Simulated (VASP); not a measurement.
Input of a VASP 6.6.1 run:

File INCAR:

```
PREC     = Accurate       # precision mode
ENCUT    = 520            # plane-wave cutoff, eV
EDIFF    = 1E-6           # SCF threshold, eV
ISMEAR   = 0              # smearing method
SIGMA    = 0.05           # smearing width, eV
LREAL    = False          # projectors in reciprocal space
LASPH    = True           # aspherical terms in the spheres
NELM     = 100            # most SCF steps
ALGO     = Normal         # electronic algorithm
ISIF     = 2              # what is computed and relaxed
LWAVE    = False          # write WAVECAR
LCHARG   = True           # write CHGCAR
GGA      = CA             # functional
LELF     = True           # ELF
LVHAR    = True         
NBANDS   = 16             # bands
```

The input KPOINTS:

```
Automatic mesh
0
Gamma
  12 12 12
```

File POSCAR:

```
InP
1.0
    0.0000000000      3.3747648270      2.8132417698
    2.8132417698      0.0000000000      2.8132417698
    2.8132417698      3.3747648270      0.0000000000
In P
1 1
Direct
    0.0000000000      0.0000000000      0.0000000000
    0.7500000000      0.7500000000      0.7500000000
```

Potentials or basis: VASP PAW LDA potentials, release 64 (In_d, P).

Command:

```sh
$ cat potpaw_LDA.64/In_d/POTCAR potpaw_LDA.64/P/POTCAR > POTCAR
$ mpirun -np 1 vasp_std > vasp.out
```

Problem. Estimate the band gap on the k mesh.

Solution. Zero (filled and empty bands touch).

Problem. What does it give for the pressure?

Solution. -5.0 GPa.

Stress tensor (GPa, compression positive):
```
 -1.41   0.00   0.00
  0.00 -12.09   0.00
  0.00   0.00  -1.41
```

Caveat: spin-orbit coupling is left out, which moves the levels of the heavy elements.
